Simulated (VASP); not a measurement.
# HCl4 (F-43m) in VASP: single point with PBE+D3(BJ)

Aim: the single point of HCl4 with PBE+D3(BJ).

All numbers are computed with VASP 6.6.1; they aren't measurements. Logs are shortened: lines on timing, memory, paths and dates and some standing lists are left out, and cuts for length are marked.

**1. The cell of the first run**

Symmetry: F-43m, No. 216, cubic system. Conventional cell: a = 7.867 Å, b = 7.867 Å, c = 7.867 Å, α = 90.00°, β = 90.00°, γ = 90.00°. Within 1.6 Å of H (site symmetry -43m) lie 4 Cl at 1.19 Å. Within 1.6 Å of Cl (site symmetry 3m) lie 1 H at 1.19 Å.

**2. Single point, PBE+D3(BJ)**

INCAR

```
PREC = Accurate
ENCUT = 520
EDIFF = 1E-6
ISMEAR = 0
SIGMA = 0.1
LREAL = F
LASPH = T
NELM = 100
ALGO = Normal
ISIF = 2
LWAVE = F
LCHARG = T
GGA = PE
IVDW = 12
LELF = T
LVHAR = T
NBANDS = 22
```

KPOINTS

```
regular mesh
0
Gamma
  4 4 4
```

POSCAR

```
HCl4
1.0
    0.0000000000      3.9335038800      3.9335038800
    3.9335038800      0.0000000000      3.9335038800
    3.9335038800      3.9335038800      0.0000000000
H Cl
1 4
Direct
    0.0000000000      0.0000000000      0.0000000000
    0.0872374200      0.0872374200      0.0872374200
    0.0872374200      0.0872374200      0.7382877400
    0.0872374200      0.7382877400      0.0872374200
    0.7382877400      0.0872374200      0.0872374200
```

Potentials or basis: VASP PAW PBE potentials, release 64 (H, Cl).

The run is started by

```sh
$ cat potpaw_PBE.64/H/POTCAR potpaw_PBE.64/Cl/POTCAR > POTCAR
$ mpirun -np 1 vasp_std > vasp.out
```

OUTCAR:

```text
PREC = Accurate
   ENCUT = 520
   EDIFF = 1E-6
   ISMEAR = 0
   LREAL = F
   LASPH = T
   NELM = 100
   ISIF = 2
   GGA = PE
   IVDW = 12
 IVDW          = 12

 ion  position               nearest neighbor table
   1  0.000  0.000  0.000-   2 1.19   3 1.19   4 1.19   5 1.19
   2  0.087  0.087  0.087-   1 1.19   3 1.94   4 1.94   5 1.94
   3  0.087  0.087  0.738-   1 1.19   2 1.94   4 1.94   5 1.94
   4  0.087  0.738  0.087-   1 1.19   2 1.94   3 1.94   5 1.94
   5  0.738  0.087  0.087-   1 1.19   2 1.94   3 1.94   4 1.94

  LATTYP: Found a face centered cubic cell.
 ALAT       =     7.8670077600

  Lattice vectors:

 A1 = (   0.0000000000,   3.9335038800,   3.9335038800)
 A2 = (   3.9335038800,   0.0000000000,   3.9335038800)
 A3 = (   3.9335038800,   3.9335038800,   0.0000000000)

Analysis of symmetry for initial positions (statically):
=====================================================================
 Subroutine PRICEL returns:
 Original cell was already a primitive cell.

 Routine SETGRP: Setting up the symmetry group for a
 face centered cubic supercell.

 Subroutine GETGRP returns: Found 24 space group operations
 (whereof 24 operations were pure point group operations)
 out of a pool of 48 trial point group operations.

The static configuration has the point symmetry T_d .

Analysis of symmetry for dynamics (positions and initial velocities):
=====================================================================
 Subroutine PRICEL returns:
 Original cell was already a primitive cell.

 Routine SETGRP: Setting up the symmetry group for a
 face centered cubic supercell.

 Subroutine GETGRP returns: Found 24 space group operations
 (whereof 24 operations were pure point group operations)
 out of a pool of 48 trial point group operations.

The dynamic configuration has the point symmetry T_d .

 Subroutine INISYM returns: Found 24 space group operations
 (whereof 24 operations are pure point group operations),
 and found     1 'primitive' translations

----------------------------------------------------------------------------------------

                                     Primitive cell

  volume of cell :     121.7219

  direct lattice vectors                    reciprocal lattice vectors
     0.000000000  3.933503880  3.933503880    -0.127113133  0.127113133  0.127113133
     3.933503880  0.000000000  3.933503880     0.127113133 -0.127113133  0.127113133
     3.933503880  3.933503880  0.000000000     0.127113133  0.127113133 -0.127113133

  length of vectors
     5.562814535  5.562814535  5.562814535     0.220166404  0.220166404  0.220166404

  position of ions in fractional coordinates (direct lattice)
     0.000000000  0.000000000  0.000000000
     0.087237420  0.087237420  0.087237420
     0.087237420  0.087237420  0.738287740
     0.087237420  0.738287740  0.087237420
     0.738287740  0.087237420  0.087237420

  ion indices of the primitive-cell ions
   primitive index   ion index
                 1           1
                 2           2
                 3           3
                 4           4
                 5           5

----------------------------------------------------------------------------------------

 KPOINTS: regular mesh

Automatic generation of k-mesh.
 Grid dimensions read from file:
 generate k-points for:    4    4    4

 Generating k-lattice:

  Cartesian coordinates                     Fractional coordinates (reciprocal lattice)
    -0.031778283  0.031778283  0.031778283     0.250000000  0.000000000  0.000000000
     0.031778283 -0.031778283  0.031778283     0.000000000  0.250000000  0.000000000
     0.031778283  0.031778283 -0.031778283     0.000000000  0.000000000  0.250000000

  Length of vectors
     0.055041601  0.055041601  0.055041601

  Shift w.r.t. Gamma in fractional coordinates (k-lattice)
     0.000000000  0.000000000  0.000000000

 Subroutine IBZKPT returns following result:
 ===========================================

 Found      8 irreducible k-points:

 Following reciprocal coordinates:
            Coordinates               Weight
  0.000000  0.000000  0.000000      1.000000
  0.250000  0.000000  0.000000      8.000000
  0.500000  0.000000  0.000000      4.000000
  0.250000  0.250000  0.000000      6.000000
  0.500000  0.250000  0.000000     24.000000
 -0.250000  0.250000  0.000000     12.000000
  0.500000  0.500000  0.000000      3.000000
 -0.250000  0.500000  0.250000      6.000000
   k-points           NKPTS =      8   k-points in BZ     NKDIM =      8   number of bands    NBANDS=     22
   number of dos      NEDOS =    301   number of ions     NIONS =      5
   total plane-waves  NPLWV =  74088
   dimension x,y,z NGX =    42 NGY =   42 NGZ =   42
   dimension x,y,z NGXF=    84 NGYF=   84 NGZF=   84
   ions per type =               1   4
   NGX,Y,Z   is equivalent  to a cutoff of  12.55, 12.55, 12.55 a.u.
   NGXF,Y,Z  is equivalent  to a cutoff of  25.10, 25.10, 25.10 a.u.
 SYSTEM =  unknown system
   PREC   = accura    normal or accurate (medium, high low for compatibility)
   ISTART =      0    job   : 0-new  1-cont  2-samecut
   ICHARG =      2    charge: 1-file 2-atom 10-const
   ISPIN  =      1    spin polarized calculation?
   LNONCOLLINEAR =      F non collinear calculations
   LSORBIT =      F    spin-orbit coupling
   LASPH  =      T    aspherical Exc in radial PAW
   ENCUT  =  520.0 eV  38.22 Ry    6.18 a.u.  10.34 10.34 10.34*2*pi/ulx,y,z
   NELM   =    100;   NELMIN=  2; NELMDL= -5     # of ELM steps
   EDIFF  = 0.1E-05   stopping-criterion for ELM
   LREAL  =      F    real-space projection
   EDIFFG = 0.1E-04   stopping-criterion for IOM
   NSW    =      0    number of steps for IOM
   IBRION =     -1    ionic relax: 0-MD 1-quasi-New 2-CG
   NFREE  =      0    steps in history (QN), initial steepest desc. (CG)
   ISIF   =      2    stress and relaxation
   ISYM   =      2    0-nonsym 1-usesym 2-fastsym
   POTIM  = 0.5000    time-step for ionic-motion
   TEBEG  =    0.0;   TEEND  =   0.0 temperature during run
   PSTRESS=    0.0 pullay stress
   NELECT =      29.0000    total number of electrons
   NUPDOWN=      -1.0000    fix difference up-down
   EMIN   =  10.00;   EMAX   =-10.00  energy-range for DOS
   EFERMI =   0.00;   METHOD = LEGACY
   ISMEAR =     0;   SIGMA  =   0.10  broadening in eV -4-tet -1-fermi 0-gaus
   EFERMI_NEDOS =   21; number of points for ismear=-14 and -15
   IALGO  =     38    algorithm
   IMIX   =      4    mixing-type and parameters
     AMIX     =   0.40;   BMIX     =  1.00
     AMIX_MAG =   1.60;   BMIX_MAG =  1.00
  volume/ion in A,a.u.               =      24.34       164.28
  Fermi-wavevector in a.u.,A,eV,Ry     =   1.014888  1.917859 14.013956  1.029997
  Thomas-Fermi vector in A             =   2.148141
   LORBIT       =      0    0 simple, 1 ext, 2 COOP (PROOUT), +10 PAW based schemes
   GGA     = PE    functional components
   LHFCALC =     F    Hartree Fock is set to
   AEXX    =    0.0000 exact exchange contribution
   IVDW    =    12    specifies the selected vdW correction
   LEPSILON=     F    determine dielectric tensor
   LRPA    =     F    only Hartree local field effects (RPA)
 non-spin polarized calculation
 Gauss-broadening in eV      SIGMA  =   0.10
  energy-cutoff  :      520.00
  volume of cell :      121.72
 maximum number of plane-waves:      3299
 NGX is ok and might be reduce to    42
   NGX = 21   NGY = 21   NGZ = 21

 number of electron      29.0000000 magnetization

 Free energy of the ion-electron system (eV)
  ---------------------------------------------------
  ext. energy  EPLUGINS =         0.00000000
  ---------------------------------------------------
  free energy    TOTEN  =        19.47172895 eV

  energy without entropy =       19.47323128  energy(sigma->0) =       19.47248011

 E-fermi :   1.1182     XC(G=0):  -7.0903

 val. band max:        0.9396222734   @ k =   0.2500   0.2500   0.0000
 cond. band min:       1.2833477965   @ k =   0.0000   0.0000   0.0000
 fundamental gap:      0.3437255231
 Fermi energy:         1.1182137299

 k-point     1 :       0.0000    0.0000    0.0000
  band No.  band energies     occupation
      1     -29.3749      2.00000
      2     -16.0380      2.00000
      3     -16.0380      2.00000
      4     -16.0380      2.00000
      5     -11.0450      2.00000
      6      -7.1656      2.00000
[... 14 lines left out ...]
     21       7.1689      0.00000
     22      10.1593      0.00000

 k-point     2 :       0.2500    0.0000    0.0000
  band No.  band energies     occupation
      1     -29.3738      2.00000
      2     -16.0919      2.00000
      3     -16.0449      2.00000
      4     -16.0449      2.00000
      5     -10.8901      2.00000
      6      -7.1907      2.00000
[... 14 lines left out ...]
     21       7.6977      0.00000
     22       9.7010      0.00000

 k-point     3 :       0.5000    0.0000    0.0000
  band No.  band energies     occupation
      1     -29.3725      2.00000
      2     -16.1438      2.00000
      3     -16.0518      2.00000
      4     -16.0518      2.00000
      5     -10.7326      2.00000
      6      -7.2144      2.00000
[... 14 lines left out ...]
     21       8.8112      0.00000
     22       9.2740      0.00000

 k-point     4 :       0.2500    0.2500    0.0000
  band No.  band energies     occupation
      1     -29.3732      2.00000
      2     -16.0973      2.00000
      3     -16.0534      2.00000
      4     -16.0534      2.00000
      5     -10.8351      2.00000
      6      -7.2837      2.00000
[... 14 lines left out ...]
     21       7.6725      0.00000
     22       9.2583      0.00000

 k-point     5 :       0.5000    0.2500    0.0000
  band No.  band energies     occupation
      1     -29.3721      2.00000
      2     -16.1416      2.00000
      3     -16.0679      2.00000
      4     -16.0602      2.00000
      5     -10.6713      2.00000
      6      -7.3237      2.00000
[... 14 lines left out ...]
     21       8.5855      0.00000
     22       8.9846      0.00000

 k-point     6 :      -0.2500    0.2500    0.0000
  band No.  band energies     occupation
      1     -29.3726      2.00000
      2     -16.1290      2.00000
      3     -16.0673      2.00000
      4     -16.0518      2.00000
      5     -10.7276      2.00000
      6      -7.2660      2.00000
[... 14 lines left out ...]
     21       8.6697      0.00000
     22       9.2728      0.00000

 k-point     7 :       0.5000    0.5000    0.0000
  band No.  band energies     occupation
      1     -29.3717      2.00000
      2     -16.1538      2.00000
      3     -16.0687      2.00000
      4     -16.0687      2.00000
      5     -10.6134      2.00000
      6      -7.4121      2.00000
[... 14 lines left out ...]
     21       8.3953      0.00000
     22       8.5985      0.00000

 k-point     8 :      -0.2500    0.5000    0.2500
  band No.  band energies     occupation
      1     -29.3717      2.00000
      2     -16.1487      2.00000
      3     -16.0740      2.00000
      4     -16.0688      2.00000
      5     -10.6121      2.00000
      6      -7.3558      2.00000
[... 14 lines left out ...]
     21       8.7578      0.00000
     22       9.4616      0.00000

------------------------ aborting loop because EDIFF is reached ----------------------------------------

 Edisp (eV)   -0.57456

 E8    (eV) :    -0.1766

  FORCE on cell =-STRESS in cart. coord.  units (eV):
  Direction    XX          YY          ZZ          XY          YZ          ZX
  --------------------------------------------------------------------------------------
  -------------------------------------------------------------------------------------
  Total      52.45995    52.45995    52.45995     0.00000     0.00000     0.00000
  in kB     690.50955   690.50955   690.50955     0.00000     0.00000     0.00000
  external pressure =      690.51 kB  Pullay stress =        0.00 kB

 VOLUME and BASIS-vectors are now :
 -----------------------------------------------------------------------------
  energy-cutoff  :      520.00
  volume of cell :      121.72
      direct lattice vectors                 reciprocal lattice vectors
     0.000000000  3.933503880  3.933503880    -0.127113133  0.127113133  0.127113133
     3.933503880  0.000000000  3.933503880     0.127113133 -0.127113133  0.127113133
     3.933503880  3.933503880  0.000000000     0.127113133  0.127113133 -0.127113133

 POSITION                                       TOTAL-FORCE (eV/Angst)
 -----------------------------------------------------------------------------------
      0.00000      0.00000      0.00000         0.000000      0.000000     -0.000000
      0.68630      0.68630      0.68630        20.496597     20.496597     20.496597
      3.24721      3.24721      0.68630       -20.496597    -20.496597     20.496597
      3.24721      0.68630      3.24721       -20.496597     20.496597    -20.496597
      0.68630      3.24721      3.24721        20.496597    -20.496597    -20.496597
 -----------------------------------------------------------------------------------
    total drift:                                0.000000      0.000000      0.000000

  FREE ENERGIE OF THE ION-ELECTRON SYSTEM (eV)
  ---------------------------------------------------
  free  energy   TOTEN  =        18.8971703738 eV

  energy  without entropy=       18.8986727096  energy(sigma->0) =       18.89792154
```

It took 19 s on 1 thread of Intel Xeon Platinum 8488C (Sapphire Rapids), shared host; peak memory 0.25 GiB.

What came out:

```yaml
Free_energy: 18.8972 eV
Pressure: 69.1 GPa
Largest_force: 35.501 eV/Å
Dispersion_energy_per_atom: -0.115 eV
```

Forces on the atoms (eV/Å):
```
H     0.000   0.000   0.000
Cl   20.497  20.497  20.497
Cl  -20.497 -20.497  20.497
Cl  -20.497  20.497 -20.497
Cl   20.497 -20.497 -20.497
```

Levels at points of the mesh, in eV from the Fermi level:
```csv
k point,band 10,band 11,band 12,band 13,band 14,band 15,band 16,band 17,band 18,band 19
"(0.00, 0.00, 0.00)",-6.90,0.17,0.17,0.17,0.31,0.31,0.31,2.20,4.52,6.05
"(0.50, 0.00, 0.00)",-6.86,-1.17,-0.62,-0.62,0.18,0.32,0.32,3.35,5.43,6.02
"(0.50, 0.50, 0.00)",-6.75,-1.10,-0.78,-0.78,-0.50,0.30,0.30,3.92,5.75,6.50
```

Caveat: an odd number of electrons without spin polarisation forces a metal; a magnetic or distorted state may lie lower; pairwise dispersion overbinds metals, which lowers pressure and volume.
